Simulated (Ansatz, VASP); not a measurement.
**One calculation of AuS2, two programs**

```xyz
6
Lattice="4.7609 0.0000 0.0000 0.0000 7.9145 0.0000 0.0000 0.0000 3.7678" Properties=species:S:1:pos:R:3 pbc="T T T"
S     1.5254    7.3438    1.8839
S     3.9058    4.5280    0.0000
S     3.2355    0.5707    1.8839
S     0.8551    3.3865    0.0000
Au    2.3804    3.9573    1.8839
Au    0.0000    0.0000    0.0000
```

Alike in both runs: functional PBE; k mesh 8 × 6 × 10; occupations gaussian, width 0.1 eV; no spin polarisation.

Ansatz relaxed the structure, and its values are those at the end. VASP's run is a single point on that final structure, the one shown.

```csv
,VASP,Ansatz
version,VASP 6.6.1,Ansatz 0.2.0
potentials or method,"VASP PAW PBE potentials, release 64 (S, Au), cutoff 520 eV","scalar-relativistic, plane waves, PAW"
valence electrons in the cell,46,62
```

|  | VASP | Ansatz | Ansatz less VASP |
| --- | --- | --- | --- |
| gap on the k mesh at the Fermi level (eV) | none | none | - |
| pressure (GPa) | -0.3 | 0.0 | +0.29 |
| rms of the force components (eV/Å) | 0.057 | 0.001 | -0.0559 |

A gap of «none» marks a metal or a gap that the smearing closes. VASP's potentials hold 46 valence electrons a cell and Ansatz's 62, so a difference there can come from the potentials and not from the codes.

Neither program's run includes spin-orbit coupling.
